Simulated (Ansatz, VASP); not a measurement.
# One calculation of TiSi2, two programs

The input INCAR:

```
SYSTEM = TiSi2
PREC = Accurate
ENCUT = 520
EDIFF = 1E-6
ISMEAR = 0
SIGMA = 0.15
LREAL = .FALSE.
LASPH = .TRUE.
NELM = 60
ALGO = Normal
ISIF = 2
LWAVE = .FALSE.
LCHARG = .FALSE.
GGA = CA
NBANDS = 17
```

KPOINTS

```
Automatic mesh
0
G
  18 18 18
  0 0 0
```

The input POSCAR:

```
TiSi2
1.0
   -1.4540925019      1.6852182440      4.1375118505
    1.4540925019     -1.6852182440      4.1375118505
    1.4540925019      1.6852182440     -4.1375118505
Ti Si
1 2
Direct
    0.0000000000      0.0000000000      0.0000000000
    0.3430135366      0.3430135366      0.0000000000
    0.6569864634      0.6569864634      0.0000000000
```

Input for Ansatz:

```yaml
crystal:
  lattice:
    - [-1.4540925019, 1.685218244, 4.1375118505]
    - [1.4540925019, -1.685218244, 4.1375118505]
    - [1.4540925019, 1.685218244, -4.1375118505]
  atoms:
    - { symbol: Ti, position: [0.0, 0.0, 0.0] }
    - { symbol: Si, position: [0.3430135366, 0.3430135366, 0.0] }
    - { symbol: Si, position: [0.6569864634, 0.6569864634, 0.0] }
basis:
  ecutwfc: 520.0
kpoints:
  mp_grid: { grid: [18, 18, 18] }
hamiltonian:
  xc: lda
  pseudopotentials: { kind: paw, azcp: { folder: soft_1 } }
scf:
  occupations: { method: gaussian, width: 0.15 }
output:
  forces: true
  stress: true
  eigenvalues: true
```

Alike in both runs: task single point; functional LDA; k mesh 18 × 18 × 18; occupations gaussian, width 0.15 eV; no spin polarisation.

```csv
,VASP,Ansatz
version,VASP 6.6.1,Ansatz 0.2.0
potentials or method,"VASP PAW LDA potentials, release 64 (Ti_sv, Si), cutoff 520 eV","scalar-relativistic, plane waves, PAW"
valence electrons in the cell,20,20
```

|  | VASP | Ansatz | Ansatz less VASP |
| --- | --- | --- | --- |
| gap on the k mesh at the Fermi level (eV) | none | none | - |
| pressure (GPa) | 2.3 | 2.1 | -0.16 |
| traceless stress, the component that is largest in VASP (GPa) | 2.31 | 2.28 | -0.031 |
| rms of the force components (eV/Å) | 0.483 | 0.480 | -0.0037 |

Ansatz warns that its potentials were made for another functional, while VASP's fit it. LDA's correlation is that of Perdew and Zunger in VASP and of Perdew and Wang (1992) in Ansatz. Atom by atom the forces differ by 0.004 eV/Å (rms over components). A gap of «none» marks a metal or a gap that the smearing closes.
